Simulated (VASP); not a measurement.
Write the native input for VASP 6.6.1 that does the following.

| Quantity | Value |
| --- | --- |
| Task | single point |
| Functional | r2SCAN |
| Dispersion | rVV10 |
| Potentials or basis | VASP PAW PBE potentials, release 64 (Zr_sv, C) |
| Cutoff | 520 eV |
| k mesh | 16 × 16 × 16 |
| Occupations | gaussian, width 0.1 eV |
| Spin | no spin polarisation |
| Dipole correction | no |
| Further INCAR settings | ALGO = Normal; EDIFF = 1e-06; NBANDS = 15 |

The system is ZrC (r.b).

```xyz
2
Lattice="0.0000 2.3517 2.3517 2.3517 0.0000 2.3517 2.3517 2.3517 0.0000" Properties=species:S:1:pos:R:3 pbc="T T T"
Zr    0.0000    0.0000    0.0000
C     2.3517    2.3517    2.3517
```

These files were run (other wordings do the same):

POSCAR

```
ZrC
1.0
    0.0000000000      2.3516566508      2.3516566508
    2.3516566508      0.0000000000      2.3516566508
    2.3516566508      2.3516566508      0.0000000000
Zr C
1 1
Direct
    0.0000000000      0.0000000000      0.0000000000
    0.5000000000      0.5000000000      0.5000000000
```

INCAR.step1

```
SYSTEM = ZrC
ALGO = Normal
EDIFF = 1E-4
ENCUT = 520
GGA = PE
ISMEAR = 0
LASPH = .TRUE.
LCHARG = .FALSE.
LREAL = .FALSE.
LWAVE = .TRUE.
NBANDS = 15
NELM = 100
PREC = Accurate
SIGMA = 0.1
```

INCAR.step2

```
SYSTEM = ZrC
ALGO = Normal
BPARAM = 11.95
CPARAM = 0.0093
EDIFF = 1E-6
ENCUT = 520
ISIF = 2
ISMEAR = 0
ISTART = 1
IVDW_NL = 2
LASPH = .TRUE.
LCHARG = .TRUE.
LELF = .TRUE.
LMIXTAU = .TRUE.
LREAL = .FALSE.
LUSE_VDW = .TRUE.
LVHAR = .TRUE.
LWAVE = .FALSE.
METAGGA = R2SCAN
NBANDS = 15
NELM = 100
PREC = Accurate
SIGMA = 0.1
```

KPOINTS

```
k-points
0
G
  16 16 16
  0 0 0
```

Potentials or basis: VASP PAW PBE potentials, release 64 (Zr_sv, C).

Command:

```sh
$ cat potpaw_PBE.64/Zr_sv/POTCAR potpaw_PBE.64/C/POTCAR > POTCAR
$ cp INCAR.step1 INCAR
$ mpirun -np 1 vasp_std > vasp.out
$ cp INCAR.step2 INCAR
$ mpirun -np 1 vasp_std > vasp.out
```

Results of the run:

```yaml
Pressure: 0.4 GPa
Band_gap_on_the_k_mesh: zero (band 8 reaches 10.54 eV, above the bottom of band 9 at 9.21 eV)
```

Caveat: the PAW data sets were made with another functional, which shifts forces and pressure a little.

Run time: 2.3 min on 1 thread of Intel(R) Xeon(R) 6975P-C (Granite Rapids) (shared host), peak memory 0.3 GiB.
